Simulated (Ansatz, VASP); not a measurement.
# Na in VASP and in Ansatz

The input INCAR:

```
SYSTEM = Na
PREC = Accurate
ENCUT = 520
EDIFF = 1E-6
ISMEAR = 0
SIGMA = 0.15
LREAL = .False.
LASPH = .True.
NELM = 60
ALGO = Fast
ISIF = 2
LWAVE = .False.
LCHARG = .True.
GGA = CA
LELF = .True.
LVHAR = .True.
NBANDS = 10
```

Contents of KPOINTS:

```
regular mesh
0
Gamma
  18 18 18
  0 0 0
```

Contents of POSCAR:

```
Na
1.0
   -1.8102542474      1.8102542474      2.7454500000
    1.8102542474     -1.8102542474      2.7454500000
    1.8102542474      1.8102542474     -2.7454500000
Na
1
Direct
    0.0000000000      0.0000000000      0.0000000000
```

Input for Ansatz:

```yaml
crystal:
  lattice:
    - [-1.8102542474, 1.8102542474, 2.74545]
    - [1.8102542474, -1.8102542474, 2.74545]
    - [1.8102542474, 1.8102542474, -2.74545]
  atoms:
    - { symbol: Na, position: [0.0, 0.0, 0.0] }
basis:
  ecutwfc: 520.0
kpoints:
  mp_grid: { grid: [18, 18, 18] }
hamiltonian:
  xc: lda
  pseudopotentials: { kind: paw }
scf:
  occupations: { method: gaussian, width: 0.15 }
output:
  forces: true
  stress: true
  eigenvalues: true
```

Alike in both runs: task single point; functional LDA; k mesh 18 × 18 × 18; occupations gaussian, width 0.15 eV; no spin polarisation.

|  | VASP | Ansatz |
| --- | --- | --- |
| version | VASP 6.6.1 | Ansatz 0.2.0 |
| potentials or method | VASP PAW LDA potentials, release 64 (Na_pv), cutoff 520 eV | scalar-relativistic, plane waves, PAW |
| valence electrons in the cell | 7 | 9 |

VASP gave:

- gap on the k mesh at the Fermi level (eV): none
- pressure (GPa): -0.7
- traceless stress, the component that is largest in VASP (GPa): -0.15

Task: Estimate Ansatz's values.

Result: gap on the k mesh at the Fermi level (eV): none; pressure (GPa): -0.6; traceless stress, the component that is largest in VASP (GPa): -0.14.

LDA's correlation is that of Perdew and Zunger in VASP and of Perdew and Wang (1992) in Ansatz. A gap of «none» marks a metal or a gap that the smearing closes. VASP's potentials hold 7 valence electrons a cell and Ansatz's 9, so a difference there can come from the potentials and not from the codes.
